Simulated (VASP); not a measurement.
# CdI2 (P-3m1) in VASP: a series of runs, part 2 of 2

VASP 6.6.1. Earlier steps stand in the parts before.

## (4) Single point, PBE+D3(BJ)

This run uses another cell than the first one, of the same volume but with other edges.

INCAR

```
SYSTEM = CdI2
  PREC = Accurate
  ENCUT = 500
  EDIFF = 1E-6
  ISMEAR = 0
  SIGMA = 0.05
  LREAL = .False.
  LASPH = .True.
  NELM = 120
  ALGO = Normal
  ISIF = 2
  LWAVE = .False.
  LCHARG = .True.
  GGA = PE
  IVDW = 12
  LELF = .True.
  LVHAR = .True.
  NBANDS = 20
  GGA_COMPAT = .False.
```

KPOINTS

```
Automatic mesh
0
Gamma
  9 9 6
  0 0 0
```

POSCAR

```
CdI2
1.0
    4.3636109117      0.0000000000      0.0000000000
   -2.1818054558      3.7789979018      0.0000000000
    0.0000000000      0.0000000000      6.4881271817
Cd I
1 2
Direct
    0.0000000000      0.0000000000      0.0000000000
    0.3333333333      0.6666666667      0.2492000000
    0.6666666667      0.3333333333      0.7508000000
```

The run is started by

```bash
$ cat potpaw_PBE.64/Cd/POTCAR potpaw_PBE.64/I/POTCAR > POTCAR
$ mpirun -np 1 vasp_std > vasp.out
```

Wall time 64 s (1 thread of Intel Xeon Platinum 8488C (Sapphire Rapids), shared host); peak memory 0.29 GiB.

The run converged. Its results:

```
Free energy                : -6.4449 eV
Pressure                   : 0.3 GPa
Largest force              : 0.283 eV/Å
Band gap on the k mesh     : 2.09 eV, direct
Dispersion energy per atom : -0.331 eV
```

Forces in eV/Å, atoms in the order of the input:
```
Cd   0.000  0.000  0.000
I    0.000  0.000  0.283
I    0.000  0.000 -0.283
```

Stress tensor (GPa, compression positive):
```
-0.32  0.00  0.00
 0.00 -0.32  0.00
 0.00  0.00  1.56
```

Levels at points of the mesh, in eV from the valence-band top:
```csv
k point,band 9,band 10,band 11,band 12,band 13,band 14,band 15,band 16,band 17,band 18
"(0.00, 0.00, 0.00)",-0.65,-0.65,-0.58,-0.58,0.00,2.09,4.00,5.87,5.87,8.33
"(0.00, 0.00, 0.50)",-1.62,-0.82,-0.82,-0.37,-0.37,3.19,4.13,5.57,5.57,7.70
```

Caveat: spin-orbit coupling is left out, which moves the levels of the heavy elements.

## (5) Single point, PBE+D3(BJ)

This run uses another cell than the first one, of the same volume but with other edges.

INCAR

```
SYSTEM = CdI2
ALGO = Normal ; EDIFF = 1E-6
ENCUT = 500 ; GGA = PE
GGA_COMPAT = .False. ; ISIF = 2
ISMEAR = 0 ; IVDW = 12
LASPH = .True. ; LCHARG = .False.
LREAL = .False. ; LWAVE = .False.
NBANDS = 20 ; NELM = 120
PREC = Accurate ; SIGMA = 0.05
```

KPOINTS

```
k-points
0
Gamma
  9 9 6
  0 0 0
```

POSCAR

```
CdI2
1.0
    4.1112864146      0.0000000000      0.0000000000
   -2.0556432073      3.5604784773      0.0000000000
    0.0000000000      0.0000000000      7.3089657420
Cd I
1 2
Direct
    0.0000000000      0.0000000000      0.0000000000
    0.3333333333      0.6666666667      0.2492000000
    0.6666666667      0.3333333333      0.7508000000
```

Potentials or basis: VASP PAW PBE potentials, release 64 (Cd, I).

The run is started by

```bash
$ cat potpaw_PBE.64/Cd/POTCAR potpaw_PBE.64/I/POTCAR > POTCAR
$ mpirun -np 1 vasp_std > vasp.out
```

OUTCAR:

```text
SYSTEM = CdI2
   EDIFF = 1E-6
   ENCUT = 500
   GGA = PE
   ISIF = 2
   ISMEAR = 0
   IVDW = 12
   LASPH = .True.
   LREAL = .False.
   NELM = 120
   PREC = Accurate
 IVDW          = 12

 ion  position               nearest neighbor table
   1  0.000  0.000  0.000-   2 2.99   3 2.99   3 2.99   2 2.99   3 2.99   2 2.99
   2  0.333  0.667  0.249-   1 2.99   1 2.99   1 2.99
   3  0.667  0.333  0.751-   1 2.99   1 2.99   1 2.99

  LATTYP: Found a hexagonal cell.
 ALAT       =     4.1112864146
 C/A-ratio  =     1.7777807248

  Lattice vectors:

 A1 = (   4.1112864146,   0.0000000000,   0.0000000000)
 A2 = (  -2.0556432073,   3.5604784773,   0.0000000000)
 A3 = (   0.0000000000,   0.0000000000,   7.3089657420)

Analysis of symmetry for initial positions (statically):
=====================================================================
 Subroutine PRICEL returns:
 Original cell was already a primitive cell.

 Routine SETGRP: Setting up the symmetry group for a
 hexagonal supercell.

 Subroutine GETGRP returns: Found 12 space group operations
 (whereof 12 operations were pure point group operations)
[... 164 lines left out ...]

  energy without entropy =       -5.43422960  energy(sigma->0) =       -5.43422960

 E-fermi :   2.5007     XC(G=0):  -8.5657

 val. band max:        2.2347973356   @ k =   0.0000   0.0000   0.5000
 cond. band min:       4.2848467004   @ k =   0.0000   0.4444   0.3333
 fundamental gap:      2.0500493649
 Fermi energy:         2.5007461201

 k-point     1 :       0.0000    0.0000    0.0000
  band No.  band energies     occupation
      1     -10.1160      2.00000
      2      -9.5438      2.00000
      3      -5.5619      2.00000
      4      -5.5619      2.00000
      5      -5.4672      2.00000
      6      -5.3776      2.00000
[... 541 lines left out ...]
     19       9.8403      0.00000
     20      10.9038      0.00000

 [... further k-points ...]

------------------------ aborting loop because EDIFF is reached ----------------------------------------

 Edisp (eV)   -1.00265

 E8    (eV) :    -0.4501

  FORCE on cell =-STRESS in cart. coord.  units (eV):
  Direction    XX          YY          ZZ          XY          YZ          ZX
  --------------------------------------------------------------------------------------
  -------------------------------------------------------------------------------------
  Total       0.87824     0.87824    -0.76034    -0.00000    -0.00000    -0.00000
  in kB      13.15169    13.15169   -11.38618    -0.00000    -0.00000    -0.00000
  external pressure =        4.97 kB  Pullay stress =        0.00 kB

 VOLUME and BASIS-vectors are now :
 -----------------------------------------------------------------------------
  energy-cutoff  :      500.00
  volume of cell :      106.99
      direct lattice vectors                 reciprocal lattice vectors
     4.111286415  0.000000000  0.000000000     0.243232871  0.140430564  0.000000000
    -2.055643207  3.560478477  0.000000000     0.000000000  0.280861128  0.000000000
     0.000000000  0.000000000  7.308965742     0.000000000  0.000000000  0.136818263

 POSITION                                       TOTAL-FORCE (eV/Angst)
 -----------------------------------------------------------------------------------
      0.00000      0.00000      0.00000        -0.000000     -0.000000      0.000000
     -0.00000      2.37365      1.82139         0.000000     -0.000000     -0.081223
      2.05564      1.18683      5.48757        -0.000000      0.000000      0.081223
 -----------------------------------------------------------------------------------
    total drift:                                0.000000     -0.000000      0.000000

  FREE ENERGIE OF THE ION-ELECTRON SYSTEM (eV)
  ---------------------------------------------------
  free  energy   TOTEN  =        -6.4368763886 eV

  energy  without entropy=       -6.4368763886  energy(sigma->0) =       -6.43687639
```

OSZICAR:

```text
N       E                     dE             d eps       ncg     rms          rms(c)
DAV:   1     0.155928893846E+03    0.15593E+03   -0.11337E+04  2488   0.108E+03
DAV:   2     0.354488231565E+01   -0.15238E+03   -0.14681E+03  2928   0.243E+02
DAV:   3    -0.562103240875E+01   -0.91659E+01   -0.91322E+01  3016   0.598E+01
DAV:   4    -0.576752745208E+01   -0.14650E+00   -0.14647E+00  3304   0.711E+00
DAV:   5    -0.576911035261E+01   -0.15829E-02   -0.15829E-02  2952   0.719E-01    0.644E+00
DAV:   6    -0.545760781424E+01    0.31150E+00   -0.60494E-01  2576   0.764E+00    0.538E+00
DAV:   7    -0.543459006705E+01    0.23018E-01   -0.19444E-01  2788   0.266E+00    0.218E+00
DAV:   8    -0.543429574629E+01    0.29432E-03   -0.25057E-02  2700   0.169E+00    0.400E-01
DAV:   9    -0.543418391489E+01    0.11183E-03   -0.23946E-03  2816   0.507E-01    0.141E-01
DAV:  10    -0.543422103494E+01   -0.37120E-04   -0.26796E-04  2796   0.145E-01    0.407E-02
DAV:  11    -0.543422869653E+01   -0.76616E-05   -0.27589E-05  2884   0.445E-02    0.214E-02
DAV:  12    -0.543422978082E+01   -0.10843E-05   -0.29883E-06  2696   0.149E-02    0.135E-02
DAV:  13    -0.543422960156E+01    0.17926E-06   -0.18864E-06  2308   0.120E-02
   1 F= -.64368764E+01 E0= -.64368764E+01  d E =-.624146E-16
```

stdout:

```text
POSCAR found type information on POSCAR CdI
 POSCAR found :  2 types and       3 ions
 scaLAPACK will be used
 LDA part: xc-table for (Slater+PW92), standard interpolation
 POSCAR, INCAR and KPOINTS ok, starting setup
 FFT: planning ... GRIDC
 FFT: planning ... GRID_SOFT
 FFT: planning ... GRID
 WAVECAR not read
 entering main loop
```

It took 71 s on 1 thread of Intel Xeon Platinum 8488C (Sapphire Rapids), shared host; peak memory 0.29 GiB.

Results:

| Item | Value |
| --- | --- |
| Free energy | -6.4369 eV |
| Pressure | 0.5 GPa |
| Largest force | 0.081 eV/Å |
| Band gap on the k mesh | 2.05 eV, indirect (least direct gap 2.46 eV) |
| Dispersion energy per atom | -0.334 eV |

Forces in eV/Å, atoms in the order of the input:
```
Cd   0.000  0.000  0.000
I    0.000  0.000 -0.081
I    0.000  0.000  0.081
```

Levels at points of the mesh, in eV from the valence-band top:
```csv
k point,band 11,band 12,band 13,band 14,band 15,band 16
"(0.00, 0.00, 0.00)",-0.28,-0.10,-0.10,2.36,4.62,6.50
"(0.00, 0.00, 0.50)",-0.37,0.00,0.00,3.54,4.59,6.37
```

Caveat: spin-orbit coupling is left out, which moves the levels of the heavy elements.

## (6) Summary

```tsv
cell	gap on the mesh (eV)	pressure (GPa)	largest force (eV/Å)
a = 4.480, b = 4.480, c = 6.155 Å, angles 90.0, 90.0, 120.0°, 3 atoms	1.59	0.2	0.36
a = 3.994, b = 3.994, c = 7.745 Å, angles 90.0, 90.0, 120.0°, 3 atoms	1.68	0.6	0.34
a = 4.364, b = 4.364, c = 6.488 Å, angles 90.0, 90.0, 120.0°, 3 atoms	2.09	0.3	0.28
a = 4.111, b = 4.111, c = 7.309 Å, angles 90.0, 90.0, 120.0°, 3 atoms	2.05	0.5	0.08
```

Alike in all rows: task single point; level PBE+D3(BJ); potentials or basis VASP PAW PBE potentials, release 64 (Cd, I); no spin polarisation; k mesh 9 × 9 × 6; cutoff (eV) 500; smearing gaussian 0.05 eV.

Caveats: spin-orbit coupling is left out, which moves the levels of the heavy elements.

Total energies depend on the potentials used, so only differences within one code and one set of settings carry meaning.
